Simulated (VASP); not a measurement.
**In: single point with r2SCAN**

In:

```
In
1.0
    -1.59310    1.59310    2.35828
     1.59310   -1.59310    2.35828
     1.59310    1.59310   -2.35828
In
1
Direct
  0.00000 0.00000 0.00000
```

```yaml
Program: VASP 6.6.1
Task: single point
Functional: r2SCAN
Potentials_or_basis: VASP PAW PBE potentials, release 64 (In_d)
Cutoff: 520 eV
k_mesh: 11 × 11 × 11
Occupations: fermi-dirac, width 0.05 eV
Spin: no spin polarisation
```

The pressure is 5.0 GPa and the band gap on the k mesh is zero (an odd number of electrons rules out a gap without spin polarisation).

Levels at points of the mesh, in eV from the Fermi level:
| k point | band 4 | band 5 | band 6 | band 7 | band 8 | band 9 |
| --- | --- | --- | --- | --- | --- | --- |
| (0.00, 0.00, 0.00) | -15.22 | -15.14 | -10.77 | 11.96 | 11.96 | 12.13 |

Wall time 95 s on 1 thread of AMD EPYC 9R45 96-Core Processor (Zen 5), with other jobs on the host, peak memory 0.13 GiB.

Caveat: the cell stands under pressure; the PAW data sets were made with another functional, which shifts forces and pressure a little; spin-orbit coupling is left out, which moves the levels of the heavy elements.
